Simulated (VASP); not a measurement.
Sb: single point with PBE

The system is Sb.

```xyz
1
Lattice="3.1600 0.0000 0.0000 0.0000 3.1600 0.0000 0.0000 0.0000 3.1600" Properties=species:S:1:pos:R:3 pbc="T T T"
Sb    0.0000    0.0000    0.0000
```

| Property | Result |
| --- | --- |
| Program | VASP 6.6.1 |
| Task | single point |
| Functional | PBE |
| Potentials or basis | VASP PAW PBE potentials, release 64 (Sb) |
| Cutoff | 520 eV |
| k mesh | 8 × 8 × 8 |
| Occupations | fermi-dirac, width 0.05 eV |
| Spin | no spin polarisation |
| Dipole correction | no |
| Further INCAR settings | ALGO = Normal; EDIFF = 1e-06; NBANDS = 8 |

* Pressure: -2.3 GPa

Levels at points of the mesh, in eV from the Fermi level:
```
           k point  band 1  band 2  band 3  band 4  band 5  band 6  band 7
(0.00, 0.00, 0.00)  -11.92    3.17    3.17    3.17    6.92    6.92    7.97
(0.50, 0.00, 0.00)   -9.70   -5.15    5.00    5.00    8.89   10.49   11.15
(0.50, 0.50, 0.00)   -7.37   -3.24   -3.24    2.44    6.83   12.44   13.14
(0.50, 0.50, 0.50)   -4.80   -1.46   -1.46   -1.46    4.96    4.96    4.96
```

It took 3.7 s on 1 thread of Intel(R) Xeon(R) Platinum 8259CL CPU @ 2.50GHz (Skylake/Cascade Lake), with other jobs on the host, peak memory 0.14 GiB.

Caveat: spin-orbit coupling is left out, which moves the levels of the heavy elements.
